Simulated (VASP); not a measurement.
# SiGe (P6_3mc) in VASP: further runs

Runs on SiGe. Level: PBEsol. Tasks: relaxation of cell and atoms, relaxation of the atoms.

All numbers are computed with VASP 6.6.1; they aren't measurements. Logs are shortened: lines on timing, memory, paths and dates and some standing lists are left out, and cuts for length are marked.

**1. The cell of the first run**

Symmetry: P6_3mc, No. 186, hexagonal system. Conventional cell: a = 3.904 Å, b = 3.904 Å, c = 6.451 Å, α = 90.00°, β = 90.00°, γ = 120.00°. Within 3.2 Å of Si (site symmetry 3m) lie 4 Ge at 2.40 to 2.41 Å. Within 3.2 Å of Ge (site symmetry 3m) lie 4 Si at 2.40 to 2.41 Å.

**2. Relaxation of cell and atoms, PBEsol**

Input file INCAR:

```
PREC = Accurate
ENCUT = 600
EDIFF = 1E-7
ISMEAR = 0
SIGMA = 0.02
LREAL = F
LASPH = T
NELM = 80
ALGO = Normal
ISIF = 3
LWAVE = F
LCHARG = F
GGA = PS
IBRION = 2
NSW = 100
EDIFFG = -0.005
```

Input file KPOINTS:

```
Automatic mesh
0
Gamma
  12 12 6
```

Input file POSCAR:

```
SiGe
1.0
    3.9044512986      0.0000000000      0.0000000000
   -1.9522256493      3.3813540124      0.0000000000
    0.0000000000      0.0000000000      6.4507830000
Si Ge
2 2
Direct
    0.6666666700      0.3333333300      0.8746070000
    0.3333333300      0.6666666700      0.3746070000
    0.6666666700      0.3333333300      0.5003920000
    0.3333333300      0.6666666700      0.0003920000
```

Potentials or basis: VASP PAW PBE potentials, release 64 (Si, Ge_d).

On the command line:

```bash
cat potpaw_PBE.64/Si/POTCAR potpaw_PBE.64/Ge_d/POTCAR > POTCAR
mpirun -np 1 vasp_std > vasp.out
```

OUTCAR:

```text
PREC = Accurate
   ENCUT = 600
   EDIFF = 1E-7
   ISMEAR = 0
   LREAL = F
   LASPH = T
   NELM = 80
   ISIF = 3
   GGA = PS
   IBRION = 2
   NSW = 100
   EDIFFG = -0.005

 ion  position               nearest neighbor table
   1  0.667  0.333  0.875-   4 2.40   4 2.40   4 2.40   3 2.41
   2  0.333  0.667  0.375-   3 2.40   3 2.40   3 2.40   4 2.41
   3  0.667  0.333  0.500-   2 2.40   2 2.40   2 2.40   1 2.41
   4  0.333  0.667  0.000-   1 2.40   1 2.40   1 2.40   2 2.41

  LATTYP: Found a hexagonal cell.
 ALAT       =     3.9044512986
 C/A-ratio  =     1.6521612146

  Lattice vectors:

 A1 = (   3.9044512986,   0.0000000000,   0.0000000000)
 A2 = (  -1.9522256493,   3.3813540124,   0.0000000000)
 A3 = (   0.0000000000,   0.0000000000,   6.4507830000)

Analysis of symmetry for initial positions (statically):
=====================================================================
 Subroutine PRICEL returns:
 Original cell was already a primitive cell.

 Routine SETGRP: Setting up the symmetry group for a
 hexagonal supercell.

 Subroutine GETGRP returns: Found 12 space group operations
 (whereof  6 operations were pure point group operations)
 out of a pool of 24 trial point group operations.

The static configuration has the point symmetry C_3v.
 The point group associated with its full space group is C_6v.

Analysis of symmetry for dynamics (positions and initial velocities):
=====================================================================
 Subroutine PRICEL returns:
 Original cell was already a primitive cell.

 Routine SETGRP: Setting up the symmetry group for a
 hexagonal supercell.

 Subroutine GETGRP returns: Found 12 space group operations
 (whereof  6 operations were pure point group operations)
 out of a pool of 24 trial point group operations.

The dynamic configuration has the point symmetry C_3v.
 The point group associated with its full space group is C_6v.

 Subroutine INISYM returns: Found 12 space group operations
 (whereof  6 operations are pure point group operations),
 and found     1 'primitive' translations

----------------------------------------------------------------------------------------

                                     Primitive cell

  volume of cell :      85.1654

  direct lattice vectors                    reciprocal lattice vectors
     3.904451299  0.000000000  0.000000000     0.256117934  0.147869758  0.000000000
[... 99 lines left out ...]
   TEBEG  =    0.0;   TEEND  =   0.0 temperature during run
   PSTRESS=    0.0 pullay stress
   NELECT =      36.0000    total number of electrons
   NUPDOWN=      -1.0000    fix difference up-down
   EMIN   =  10.00;   EMAX   =-10.00  energy-range for DOS
   EFERMI =   0.00;   METHOD = LEGACY
   ISMEAR =     0;   SIGMA  =   0.02  broadening in eV -4-tet -1-fermi 0-gaus
   EFERMI_NEDOS =   21; number of points for ismear=-14 and -15
   IALGO  =     38    algorithm
   IMIX   =      4    mixing-type and parameters
     AMIX     =   0.40;   BMIX     =  1.00
     AMIX_MAG =   1.60;   BMIX_MAG =  1.00
  volume/ion in A,a.u.               =      21.29       143.68
  Fermi-wavevector in a.u.,A,eV,Ry     =   1.228631  2.321775 20.538443  1.509533
  Thomas-Fermi vector in A             =   2.363549
   LORBIT       =      0    0 simple, 1 ext, 2 COOP (PROOUT), +10 PAW based schemes
   GGA     = PS    functional components
   LHFCALC =     F    Hartree Fock is set to
   AEXX    =    0.0000 exact exchange contribution
   IVDW    =     0    specifies the selected vdW correction
   LEPSILON=     F    determine dielectric tensor
   LRPA    =     F    only Hartree local field effects (RPA)
 conjugate gradient relaxation of ions
 non-spin polarized calculation
 Gauss-broadening in eV      SIGMA  =   0.02
  energy-cutoff  :      600.00
  volume of cell :       85.17
 maximum number of plane-waves:      2864
 NGX is ok and might be reduce to    32
   NGX = 15   NGY = 15   NGZ = 25

--------------------------------------- Ionic step        1  -------------------------------------------

 number of electron      36.0000003 magnetization

 Free energy of the ion-electron system (eV)
  ---------------------------------------------------
  ext. energy  EPLUGINS =         0.00000000
  ---------------------------------------------------
  free energy    TOTEN  =       -21.26115716 eV

  energy without entropy =      -21.26115716  energy(sigma->0) =      -21.26115716

------------------------ aborting loop because EDIFF is reached ----------------------------------------

  FORCE on cell =-STRESS in cart. coord.  units (eV):
  Direction    XX          YY          ZZ          XY          YZ          ZX
  --------------------------------------------------------------------------------------
  -------------------------------------------------------------------------------------
  Total       -0.1275739     -0.1275739     -0.1610253      0.0000000      0.0000000      0.0000000
  in kB       -2.3999898     -2.3999898     -3.0292956      0.0000000      0.0000000      0.0000000
  external PRESSURE =      -2.6097584 kB  Pullay stress =       0.0000000 kB
[... 63 lines left out ...]
--------------------------------------- Ionic step        3  -------------------------------------------

 number of electron      36.0000000 magnetization

 Free energy of the ion-electron system (eV)
  ---------------------------------------------------
  ext. energy  EPLUGINS =         0.00000000
  ---------------------------------------------------
  free energy    TOTEN  =       -21.26139500 eV

  energy without entropy =      -21.26139500  energy(sigma->0) =      -21.26139500

 E-fermi :   5.6685     XC(G=0):  -9.8811

 val. band max:        5.5586566315   @ k =   0.0000   0.0000   0.0000
 cond. band min:       5.9059606943   @ k =   0.5000  -0.0000   0.0000
 fundamental gap:      0.3473040627
 Fermi energy:         5.6685215027

 k-point     1 :       0.0000    0.0000    0.0000
  band No.  band energies     occupation
      1     -18.9662      2.00000
      2     -18.9661      2.00000
      3     -18.9628      2.00000
      4     -18.9628      2.00000
      5     -18.9600      2.00000
      6     -18.9600      2.00000
[... 589 lines left out ...]
     21       8.2088      0.00000
     22       9.2288      0.00000

 [... further k-points ...]

------------------------ aborting loop because EDIFF is reached ----------------------------------------

  FORCE on cell =-STRESS in cart. coord.  units (eV):
  Direction    XX          YY          ZZ          XY          YZ          ZX
  --------------------------------------------------------------------------------------
  -------------------------------------------------------------------------------------
  Total        0.0016411      0.0016411      0.0163193      0.0000000      0.0000000      0.0000000
  in kB        0.0309750      0.0309750      0.3080156      0.0000000      0.0000000      0.0000000
  external PRESSURE =       0.1233219 kB  Pullay stress =       0.0000000 kB
[... 19 lines left out ...]
  FREE ENERGIE OF THE ION-ELECTRON SYSTEM (eV)
  ---------------------------------------------------
  free  energy   TOTEN  =       -21.2613950005 eV

  energy  without entropy=      -21.2613950005  energy(sigma->0) =      -21.26139500

 reached required accuracy - stopping structural energy minimisation
```

CONTCAR:

```text
SiGe
   1.00000000000000
     3.9005318294329205    0.0000000000000000    0.0000000000000000
    -1.9502659147164603    3.3779596525320397    0.0000000000000000
    -0.0000000000000000    0.0000000000000000    6.4426094273237231
  Si              Ge
     2     2
Direct
     0.6666666699999979    0.3333333300000021    0.8745573782298945
     0.3333333300000021    0.6666666699999979    0.3745573782298944
     0.6666666699999979    0.3333333300000021    0.5004416217701009
     0.3333333300000021    0.6666666699999979    0.0004416217701009

  0.00000000E+00  0.00000000E+00  0.00000000E+00
  0.00000000E+00  0.00000000E+00  0.00000000E+00
  0.00000000E+00  0.00000000E+00  0.00000000E+00
  0.00000000E+00  0.00000000E+00  0.00000000E+00
```

Wall time 6.5 min (1 thread of Intel Xeon 8259CL, shared host); peak memory 0.33 GiB.

Results:

```
Free energy                           : -21.2614 eV
Relaxed volume                        : 21.22 Å³/atom
Relaxed cell                          : a = 3.901 Å, b = 3.901 Å, c = 6.443 Å, α = 90.00°, β = 90.00°, γ = 120.00°
Space group after relaxing (to 0.1 Å) : P6_3mc (No. 186)
Energy gained by relaxing             : 0.1 meV/atom
Ionic steps                           : 3
Pressure after relaxing               : 0.0 GPa
Band gap on the k mesh                : 0.35 eV (least direct gap 0.41 eV)
```

The path:
```csv
step,energy change (eV),largest force (eV/Å),pressure (GPa),volume (Å³)
1,0.0000,0.0102,-0.26,85.17
2,-0.0002,0.0038,0.15,84.74
3,-0.0002,0.0013,0.01,84.89
```

Final structure:
```xyz
4
Lattice="3.9005 0.0000 0.0000 -1.9503 3.3780 0.0000 0.0000 0.0000 6.4426" Properties=species:S:1:pos:R:3 pbc="T T T"
Si    1.9503    1.1260    5.6344
Si    0.0000    2.2520    2.4131
Ge    1.9503    1.1260    3.2241
Ge    0.0000    2.2520    0.0028
```

Caveat: the PAW data sets were made with another functional, which shifts forces and pressure a little. A k mesh can miss the band edges.

**3. Relaxation of the atoms, PBEsol (equal strain along all axes, cell held: -3.0 %)**

Input file INCAR:

```
PREC = Accurate
ENCUT = 520
EDIFF = 1E-6
ISMEAR = 0
SIGMA = 0.02
LREAL = F
LASPH = T
NELM = 100
ALGO = Normal
ISIF = 2
LWAVE = F
LCHARG = F
GGA = PS
IBRION = 2
NSW = 60
EDIFFG = -0.008
```

Input file KPOINTS:

```
regular mesh
0
Gamma
  12 12 6
```

Input file POSCAR:

```
SiGe
1.0
    3.7835789998      0.0000000000      0.0000000000
   -1.8917894999      3.2766755311      0.0000000000
    0.0000000000      0.0000000000      6.2500909918
Si Ge
2 2
Direct
    0.6666666667      0.3333333333      0.8744069757
    0.3333333333      0.6666666667      0.3744069757
    0.6666666667      0.3333333333      0.5005920243
    0.3333333333      0.6666666667      0.0005920243
```

Potentials or basis: VASP PAW PBE potentials, release 64 (Si, Ge_d).

On the command line:

```bash
cat potpaw_PBE.64/Si/POTCAR potpaw_PBE.64/Ge_d/POTCAR > POTCAR
mpirun -np 1 vasp_std > vasp.out
```

OUTCAR:

```text
PREC = Accurate
   ENCUT = 520
   EDIFF = 1E-6
   ISMEAR = 0
   LREAL = F
   LASPH = T
   NELM = 100
   ISIF = 2
   GGA = PS
   IBRION = 2
   NSW = 60
   EDIFFG = -0.008

 ion  position               nearest neighbor table
   1  0.667  0.333  0.874-   4 2.32   4 2.32   4 2.32   3 2.34
   2  0.333  0.667  0.374-   3 2.32   3 2.32   3 2.32   4 2.34
   3  0.667  0.333  0.501-   2 2.32   2 2.32   2 2.32   1 2.34
   4  0.333  0.667  0.001-   1 2.32   1 2.32   1 2.32   2 2.34

  LATTYP: Found a hexagonal cell.
 ALAT       =     3.7835789998
[... 850 lines left out ...]
  --------------------------------------------------------------------------------------
  -------------------------------------------------------------------------------------
  Total        4.3158546      4.3158546      4.5038642      0.0000000      0.0000000      0.0000000
  in kB       89.2390228     89.2390228     93.1265002      0.0000000      0.0000000      0.0000000
  external PRESSURE =      90.5348486 kB  Pullay stress =       0.0000000 kB

 VOLUME and BASIS-vectors are now :
 -----------------------------------------------------------------------------
  energy-cutoff  :      520.00
  volume of cell :       77.49
      direct lattice vectors                 reciprocal lattice vectors
     3.783579000  0.000000000  0.000000000     0.264300019  0.152593687  0.000000000
    -1.891789500  3.276675531  0.000000000     0.000000000  0.305187374  0.000000000
     0.000000000  0.000000000  6.250090992     0.000000000  0.000000000  0.159997671

 POSITION                                       TOTAL-FORCE (eV/Angst)
 -----------------------------------------------------------------------------------
      1.89179      1.09223      5.46433         0.000000      0.000000      0.007814
     -0.00000      2.18445      2.33929         0.000000     -0.000000      0.007814
      1.89179      1.09223      3.12954        -0.000000      0.000000     -0.007814
     -0.00000      2.18445      0.00449         0.000000      0.000000     -0.007814
 -----------------------------------------------------------------------------------
    total drift:                               -0.000001     -0.000001     -0.005948

  FREE ENERGIE OF THE ION-ELECTRON SYSTEM (eV)
  ---------------------------------------------------
  free  energy   TOTEN  =       -21.0680507579 eV

  energy  without entropy=      -21.0680507579  energy(sigma->0) =      -21.06805076

 reached required accuracy - stopping structural energy minimisation
```

OSZICAR:

```text
N       E                     dE             d eps       ncg     rms          rms(c)
DAV:   1     0.263560367869E+03    0.26356E+03   -0.18462E+04  3732   0.367E+03
DAV:   2     0.186994313832E+02   -0.24486E+03   -0.23956E+03  3404   0.708E+02
DAV:   3    -0.200703877128E+02   -0.38770E+02   -0.38371E+02  3974   0.170E+02
DAV:   4    -0.215107967941E+02   -0.14404E+01   -0.14390E+01  3970   0.377E+01
DAV:   5    -0.215443026425E+02   -0.33506E-01   -0.33502E-01  4048   0.620E+00    0.657E+00
DAV:   6    -0.212161539532E+02    0.32815E+00   -0.15793E-01  3824   0.292E+00    0.385E+00
DAV:   7    -0.210654878473E+02    0.15067E+00   -0.27052E-01  3530   0.343E+00    0.258E-01
DAV:   8    -0.210677805427E+02   -0.22927E-02   -0.21854E-02  4254   0.167E+00    0.114E-01
DAV:   9    -0.210679291031E+02   -0.14856E-03   -0.45743E-04  4212   0.221E-01    0.899E-02
DAV:  10    -0.210680149207E+02   -0.85818E-04   -0.13745E-04  4246   0.126E-01    0.268E-02
DAV:  11    -0.210680338684E+02   -0.18948E-04   -0.24932E-05  3728   0.415E-02    0.489E-03
DAV:  12    -0.210680349249E+02   -0.10565E-05   -0.14657E-06  3112   0.935E-03    0.229E-03
DAV:  13    -0.210680353054E+02   -0.38053E-06   -0.43891E-07  2392   0.491E-03
   1 F= -.21068035E+02 E0= -.21068035E+02  d E =-.210680E+02
       N       E                     dE             d eps       ncg     rms          rms(c)
DAV:   1    -0.210680420823E+02   -0.71574E-05   -0.60041E-03  3956   0.621E-01    0.933E-03
DAV:   2    -0.210680507850E+02   -0.87027E-05   -0.91765E-05  3932   0.874E-02    0.445E-03
DAV:   3    -0.210680507579E+02    0.27111E-07   -0.17556E-06  2726   0.151E-02
   2 F= -.21068051E+02 E0= -.21068051E+02  d E =-.154525E-04
```

Run time: 3.2 min. Hardware: 1 thread of Oxide Virtual Turin-like, shared host; peak memory 0.23 GiB.

Results:

| Item | Value |
| --- | --- |
| Free energy | -21.0681 eV |
| Energy gained by relaxing | 0.0 meV/atom |
| Ionic steps | 2 |
| Pressure after relaxing | 9.1 GPa |
| Largest force after relaxing | 0.008 eV/Å |
| Band gap on the k mesh | 0.18 eV (least direct gap 0.66 eV) |

Forces on the atoms (eV/Å):
```
Si   0.000  0.000  0.008
Si   0.000  0.000  0.008
Ge   0.000  0.000 -0.008
Ge   0.000  0.000 -0.008
```

Stress tensor (GPa, compression positive):
```
8.92 0.00 0.00
0.00 8.92 0.00
0.00 0.00 9.31
```

Final structure:
```xyz
4
Lattice="3.7836 0.0000 0.0000 -1.8918 3.2767 0.0000 0.0000 0.0000 6.2501" Properties=species:S:1:pos:R:3 pbc="T T T"
Si    1.8918    1.0922    5.4643
Si    0.0000    2.1845    2.3393
Ge    1.8918    1.0922    3.1295
Ge    0.0000    2.1845    0.0045
```

Caveat: the cell differs from its parent crystal (equal strain along all axes, cell held: -3.0 %); the PAW data sets were made with another functional, which shifts forces and pressure a little. A k mesh can miss the band edges.

(Continued in part 2 of 2.)
